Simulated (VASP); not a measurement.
Runs of VASP 6.6.1 on PbO (Litharge). The structure is that of space group P4/nmm (No. 129), or close to it. The cells are those of the table. 

```tsv
task	level	cell	k mesh	cutoff (eV)	smearing	gap on the mesh (eV)	pressure (GPa)	largest force (eV/Å)
single point	PBE	a = 3.980, b = 3.980, c = 5.001 Å, 4 atoms	4 × 4 × 4	520	gaussian 0.01 eV	1.23	4.6	0.40
single point	PBE+D3(BJ)	a = 4.034, b = 4.034, c = 4.994 Å, 4 atoms	6 × 6 × 6	520	fermi-dirac 0.02 eV	1.29	0.1	0.04
relaxation of cell and atoms	PBE+D3(BJ)	relaxed from a = 3.990, b = 3.990, c = 5.010 Å, 4 atoms	6 × 6 × 6	600	fermi-dirac 0.02 eV	(b)	0.0	-
single point	r2SCAN	a = 3.980, b = 3.980, c = 5.001 Å, 4 atoms	6 × 6 × 6	520	gaussian 0.01 eV	(a)	1.7	0.10
single point	PBE	a = 3.980, b = 3.980, c = 5.001 Å, 4 atoms	6 × 6 × 6	520	fermi-dirac 0.02 eV	1.23	4.6	0.40
```

Alike in all rows: potentials or basis VASP PAW PBE potentials, release 64 (Pb_d, O); no spin polarisation.

Question: Estimate the missing entries.

Answer: (a) 1.54; (b) 1.26.

Caveats: spin-orbit coupling is left out, which moves the levels of the heavy elements; the PAW data sets were made with another functional, which shifts forces and pressure a little (some runs).

A k mesh can miss the band edges, and the runs leave out spin-orbit coupling on Pb.
